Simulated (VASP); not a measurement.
# AlNi in VASP: notebook, part 2 of 2

VASP 6.6.1. Earlier steps stand in the parts before.

### 4 Single point, PBEsol

Input file INCAR:

```
PREC = Accurate ; ENCUT = 690
EDIFF = 1E-6 ; ISMEAR = 0
SIGMA = 0.1 ; LREAL = F
LASPH = T ; NELM = 120
ALGO = Normal ; ISIF = 2
LWAVE = F ; LCHARG = F
GGA = PS ; NBANDS = 18
GGA_COMPAT = F
```

Input file KPOINTS:

```
regular mesh
0
Gamma
  1 1 1
```

Input file POSCAR:

```
AlNi
1.0
    1.9386940000     -1.9531901500      0.0000000000
    1.9386940000      1.9531901500      0.0000000000
    0.0000000000      0.0000000000      3.0994300413
Al Ni
1 1
Direct
    0.0000000000      0.0000000000      0.0000000000
    0.5000000000      0.5000000000      0.5000000000
```

Potentials or basis: VASP PAW PBE potentials, release 64 (Al, Ni_sv_GW).

Command:

```bash
cat potpaw_PBE.64/Al/POTCAR potpaw_PBE.64/Ni_sv_GW/POTCAR > POTCAR
mpirun -np 1 vasp_gam > vasp.out
```

OUTCAR:

```text
PREC = Accurate
   ENCUT = 690
   EDIFF = 1E-6
   ISMEAR = 0
   LREAL = F
   LASPH = T
   NELM = 120
   ISIF = 2
   GGA = PS

 ion  position               nearest neighbor table
   1  0.000  0.000  0.000-   2 2.48   2 2.48   2 2.48   2 2.48   2 2.49   2 2.49   2 2.49   2 2.49

   2  0.500  0.500  0.500-   1 2.48   1 2.48   1 2.48   1 2.48   1 2.49   1 2.49   1 2.49   1 2.49

  LATTYP: Found a base centered orthorhombic cell.
 ALAT       =     3.8773880000
 B/A-ratio  =     1.0074772759
 C/A-ratio  =     0.7993603017

  Lattice vectors:

 A1 = (   1.9386940000,  -1.9531901500,   0.0000000000)
 A2 = (   1.9386940000,   1.9531901500,   0.0000000000)
 A3 = (   0.0000000000,   0.0000000000,   3.0994300413)

Analysis of symmetry for initial positions (statically):
=====================================================================
 Subroutine PRICEL returns:
 Original cell was already a primitive cell.

 Routine SETGRP: Setting up the symmetry group for a
 base centered orthorhombic supercell.

[... 137 lines left out ...]
  ext. energy  EPLUGINS =         0.00000000
  ---------------------------------------------------
  free energy    TOTEN  =       -11.96711161 eV

  energy without entropy =      -11.91069265  energy(sigma->0) =      -11.93890213

 E-fermi :  12.2774     XC(G=0): -12.4417

 val. band max:       12.2774024775   @ k =   0.0000   0.0000   0.0000
 cond. band min:      16.3007338122   @ k =   0.0000   0.0000   0.0000
 fundamental gap:      4.0233313347
 Fermi energy:        12.2774024775

 k-point     1 :       0.0000    0.0000    0.0000
  band No.  band energies     occupation
      1     -90.8956      2.00000
      2     -51.7219      2.00000
      3     -51.4140      2.00000
      4     -51.3925      2.00000
      5      -1.9696      2.00000
      6       7.4246      2.00000
[... 10 lines left out ...]
     17      29.7616      0.00000
     18      31.5981      0.00000

------------------------ aborting loop because EDIFF is reached ----------------------------------------

  FORCE on cell =-STRESS in cart. coord.  units (eV):
  Direction    XX          YY          ZZ          XY          YZ          ZX
  --------------------------------------------------------------------------------------
  -------------------------------------------------------------------------------------
  Total       -9.2368282     -9.1603368     17.3669838      0.0000000      0.0000000      0.0000000
  in kB     -630.4749300   -625.2538864   1185.4120983      0.0000000      0.0000000      0.0000000
  external PRESSURE =     -23.4389061 kB  Pullay stress =       0.0000000 kB

 VOLUME and BASIS-vectors are now :
 -----------------------------------------------------------------------------
  energy-cutoff  :      690.00
  volume of cell :       23.47
      direct lattice vectors                 reciprocal lattice vectors
     1.938694000 -1.953190150  0.000000000     0.257905580 -0.255991461  0.000000000
     1.938694000  1.953190150  0.000000000     0.257905580  0.255991461  0.000000000
     0.000000000  0.000000000  3.099430041     0.000000000  0.000000000  0.322639965

 POSITION                                       TOTAL-FORCE (eV/Angst)
 -----------------------------------------------------------------------------------
      0.00000      0.00000      0.00000         0.000000      0.000000      0.000000
      1.93869      0.00000      1.54972         0.000000      0.000000      0.000000
 -----------------------------------------------------------------------------------
    total drift:                                0.000000      0.000000     -0.000000

  FREE ENERGIE OF THE ION-ELECTRON SYSTEM (eV)
  ---------------------------------------------------
  free  energy   TOTEN  =       -11.9671116098 eV

  energy  without entropy=      -11.9106926515  energy(sigma->0) =      -11.93890213
```

OSZICAR:

```text
N       E                     dE             d eps       ncg     rms          rms(c)
DAV:   1     0.236681547753E+03    0.23668E+03   -0.15587E+04    52   0.545E+03
DAV:   2     0.419749707738E+01   -0.23248E+03   -0.22761E+03    60   0.678E+02
DAV:   3    -0.122567032919E+02   -0.16454E+02   -0.15893E+02    64   0.355E+02
DAV:   4    -0.132829932970E+02   -0.10263E+01   -0.99034E+00    54   0.569E+01
DAV:   5    -0.133239252508E+02   -0.40932E-01   -0.40803E-01    56   0.881E+00    0.155E+01
DAV:   6    -0.169352595754E+02   -0.36113E+01   -0.47388E+01    54   0.378E+02    0.170E+01
DAV:   7    -0.121841265799E+02    0.47511E+01   -0.13215E+01    56   0.220E+02    0.350E+00
DAV:   8    -0.120234436158E+02    0.16068E+00   -0.37423E-01    56   0.312E+01    0.179E+00
DAV:   9    -0.119688741698E+02    0.54569E-01   -0.42813E-02    56   0.877E+00    0.386E-01
DAV:  10    -0.119674300310E+02    0.14441E-02   -0.10193E-02    56   0.628E+00    0.165E-01
DAV:  11    -0.119671142749E+02    0.31576E-03   -0.72916E-04    56   0.136E+00    0.152E-02
DAV:  12    -0.119671153642E+02   -0.10893E-05   -0.39571E-05    54   0.245E-01    0.141E-02
DAV:  13    -0.119671117027E+02    0.36615E-05   -0.54309E-06    56   0.148E-01    0.349E-03
DAV:  14    -0.119671116098E+02    0.92910E-07   -0.11067E-07    24   0.171E-02
   1 F= -.11967112E+02 E0= -.11938902E+02  d E =-.564190E-01
```

Wall time 8.8 s (1 thread of Intel Xeon Platinum 8375C at 2.90GHz (Ice Lake), shared host); peak memory 0.15 GiB.

Results:

```yaml
Free_energy: -11.9671 eV
Pressure: -2.3 GPa
Band_gap_on_the_k_mesh: zero (an odd number of electrons rules out a gap without spin polarisation)
```

Stress tensor (GPa, compression positive):
```
-63.05   0.00   0.00
  0.00 -62.53   0.00
  0.00   0.00 118.54
```

Caveat: the k points lie up to 2.28 Å⁻¹ apart, too coarse for converged energies and pressures of a metal; the PAW data sets were made with another functional, which shifts forces and pressure a little.

### 5 The runs side by side

| potentials or basis | cell | k mesh | cutoff (eV) | gap on the mesh (eV) | pressure (GPa) |
| --- | --- | --- | --- | --- | --- |
| VASP PAW PBE potentials, release 64 (Al, Ni) | a = 2.752, b = 2.752, c = 3.099 Å, angles 90.0, 90.0, 90.4°, 2 atoms, atomic positions A | 20 × 20 × 18 | 520 | none | 0.4 |
| VASP PAW PBE potentials, release 64 (Al, Ni_sv_GW) | a = 2.731, b = 2.775, c = 3.175 Å, angles 89.0, 90.2, 90.7°, 2 atoms, atomic positions B | 1 × 1 × 1 | 690 | none | -7.7 |
| VASP PAW PBE potentials, release 64 (Al, Ni_sv_GW) | a = 2.752, b = 2.752, c = 3.099 Å, angles 90.0, 90.0, 90.4°, 2 atoms, atomic positions A | 1 × 1 × 1 | 690 | none | -2.3 |

Alike in all rows: task single point; level PBEsol; no spin polarisation; smearing gaussian 0.1 eV.

Caveats: some runs use coarse meshes; the PAW data sets were made with another functional, which shifts forces and pressure a little; the stress differs along the axes, from -4 to 3 GPa (at least some runs).

Absolute energies hang on the potentials; compare differences alone.

The gap in the log of VASP goes by the Fermi energy; the results here count the filled bands.